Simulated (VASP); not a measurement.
Input of a VASP 6.6.1 run:

File INCAR:

```
SYSTEM = Mg2Sn
PREC = Accurate
ENCUT = 600
EDIFF = 1E-6
ISMEAR = -1
SIGMA = 0.1
LREAL = .False.
LASPH = .True.
NELM = 120
ALGO = Normal
ISIF = 2
LWAVE = .False.
LCHARG = .False.
GGA = PS
NBANDS = 16
GGA_COMPAT = .False.
```

File KPOINTS:

```
regular mesh
0
Gamma
  12 12 12
  0 0 0
```

The input POSCAR:

```
Mg2Sn
1.0
    0.0000000000      3.3270993492      3.3270993492
    3.3270993492      0.0000000000      3.3270993492
    3.3270993492      3.3270993492      0.0000000000
Mg Sn
2 1
Direct
    0.2500000000      0.2500000000      0.2500000000
    0.7500000000      0.7500000000      0.7500000000
    0.0000000000      0.0000000000      0.0000000000
```

Potentials or basis: VASP PAW PBE potentials, release 64 (Mg, Sn_d).

Command:

```bash
$ cat potpaw_PBE.64/Mg/POTCAR potpaw_PBE.64/Sn_d/POTCAR > POTCAR
$ mpirun -np 1 vasp_std > vasp.out
```

Problem. Estimate the pressure.

Solution. 1.9 GPa.

Problem. Estimate the band gap on the k mesh.

Solution. Zero (bands 9 and 10 overlap by 0.05 eV).

Caveat: the PAW data sets were made with another functional, which shifts forces and pressure a little; spin-orbit coupling is left out, which moves the levels of the heavy elements.
